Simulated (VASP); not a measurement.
A run of VASP 6.6.1 is set up as follows.

File POSCAR:

```
BN
1.0
    2.5539396017      0.0000000000      0.0000000000
   -1.2769698009      2.2117765748      0.0000000000
    0.0000000000      0.0000000000      4.2268550000
B N
2 2
Direct
    0.6666666667      0.3333333333      1.0233822518
    0.3333333333      0.6666666667      0.4997240000
    0.6666666667      0.3333333333      0.6252760000
    0.3333333333      0.6666666667      0.1252760000
```

Contents of INCAR.step1:

```
PREC     = Accurate       # precision mode
ENCUT    = 1460           # plane-wave cutoff, eV
ISMEAR   = 0              # smearing method
SIGMA    = 0.05           # smearing width, eV
LREAL    = False          # projectors in reciprocal space
LASPH    = True           # aspherical terms in the spheres
NELM     = 120            # most SCF steps
NBANDS   = 16             # bands
GGA      = PE             # functional
ALGO     = Normal         # electronic algorithm
EDIFF    = 1E-5           # SCF threshold, eV
LWAVE    = True           # write WAVECAR
LCHARG   = False          # write CHGCAR
GGA_COMPAT= False
```

Contents of INCAR.step2:

```
PREC     = Accurate       # precision mode
ENCUT    = 1460           # plane-wave cutoff, eV
EDIFF    = 1E-6           # SCF threshold, eV
ISMEAR   = 0              # smearing method
SIGMA    = 0.05           # smearing width, eV
LREAL    = False          # projectors in reciprocal space
LASPH    = True           # aspherical terms in the spheres
NELM     = 120            # most SCF steps
ALGO     = Normal         # electronic algorithm
ISIF     = 2              # what is computed and relaxed
LWAVE    = False          # write WAVECAR
LCHARG   = True           # write CHGCAR
METAGGA  = R2SCAN         # meta-GGA
LMIXTAU  = True         
LELF     = True           # ELF
LVHAR    = True         
NBANDS   = 16             # bands
ISTART   = 1            
GGA_COMPAT= False
```

File KPOINTS:

```
Automatic mesh
0
Gamma
  12 12 6
```

Potentials or basis: VASP PAW PBE potentials, release 64 (B_h, N_h).

Launch:

```bash
$ cat potpaw_PBE.64/B_h/POTCAR potpaw_PBE.64/N_h/POTCAR > POTCAR
$ cp INCAR.step1 INCAR
$ mpirun -np 1 vasp_std > vasp.out
$ cp INCAR.step2 INCAR
$ mpirun -np 1 vasp_std > vasp.out
```

**Question.** Estimate the band gap on the k mesh.

**Answer.** 6.06 eV (least direct gap 8.64 eV).

**Question.** What does it give for the largest force?

**Answer.** 2.958 eV/Å.

Forces on the atoms (eV/Å):
```
B    0.000  0.000 -2.958
B    0.000  0.000  1.229
N    0.000  0.000  0.349
N    0.000  0.000  1.379
```

Caveat: the cell differs from its parent crystal (atom 1 (B) moved +0.100 Å along Cartesian [0 0 1]); the cell stands under tension; the PAW data sets were made with another functional, which shifts forces and pressure a little. A k mesh can miss the band edges.
